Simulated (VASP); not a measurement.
Wanted: the native input for a VASP 6.6.1 run.

```
Task                   : single point
Functional             : r2SCAN
Potentials or basis    : VASP PAW PBE potentials, release 64 (Ga_d, As)
Cutoff                 : 520 eV
k mesh                 : 10 × 10 × 10
Occupations            : gaussian, width 0.05 eV
Spin                   : no spin polarisation
Dipole correction      : no
Further INCAR settings : ALGO = Normal; EDIFF = 1e-06; NBANDS = 16
```

GaAs:

```
CELL_PARAMETERS angstrom
0.00000 2.59013 3.36717
2.59013 0.00000 3.36717
2.59013 2.59013 0.00000
ATOMIC_POSITIONS crystal
Ga 0.00000 0.00000 0.00000
As 0.75000 0.75000 0.75000
```

This cell differs from its parent crystal: ratio of the length along z to the lengths across it x 1.3, volume and fractional coordinates fixed.

One way to write it, as run:

POSCAR

```
GaAs
1.0
    0.0000000000      2.5901305056      3.3671696573
    2.5901305056      0.0000000000      3.3671696573
    2.5901305056      2.5901305056      0.0000000000
Ga As
1 1
Direct
    0.0000000000      0.0000000000      0.0000000000
    0.7500000000      0.7500000000      0.7500000000
```

INCAR.step1

```
SYSTEM = GaAs
ALGO = Normal ; EDIFF = 1E-4
ENCUT = 520 ; GGA = PE
ISMEAR = 0 ; LASPH = .TRUE.
LCHARG = .FALSE. ; LREAL = .FALSE.
LWAVE = .TRUE. ; NBANDS = 16
NELM = 60 ; PREC = Accurate
SIGMA = 0.05
```

INCAR.step2

```
SYSTEM = GaAs
ALGO = Normal ; EDIFF = 1E-6
ENCUT = 520 ; ISIF = 2
ISMEAR = 0 ; ISTART = 1
LASPH = .TRUE. ; LCHARG = .FALSE.
LMIXTAU = .TRUE. ; LREAL = .FALSE.
LWAVE = .FALSE. ; METAGGA = R2SCAN
NBANDS = 16 ; NELM = 60
PREC = Accurate ; SIGMA = 0.05
```

KPOINTS

```
k-points
0
G
  10 10 10
  0 0 0
```

Potentials or basis: VASP PAW PBE potentials, release 64 (Ga_d, As).

Run with:

```bash
$ cat potpaw_PBE.64/Ga_d/POTCAR potpaw_PBE.64/As/POTCAR > POTCAR
$ cp INCAR.step1 INCAR
$ mpirun -np 1 vasp_std > vasp.out
$ cp INCAR.step2 INCAR
$ mpirun -np 1 vasp_std > vasp.out
```

Results of the run:

```yaml
Pressure: 0.4 GPa
Band_gap_on_the_k_mesh: zero (bands 9 and 10 overlap by 0.47 eV)
```

Caveat: the stress differs along the axes, from -15 to 8 GPa; semilocal functionals underestimate gaps, and a narrow one can read as zero; the PAW data sets were made with another functional, which shifts forces and pressure a little.

Run time: 3.2 min on 1 thread of AMD EPYC 7R13, with other jobs on the host, peak memory 0.23 GiB.
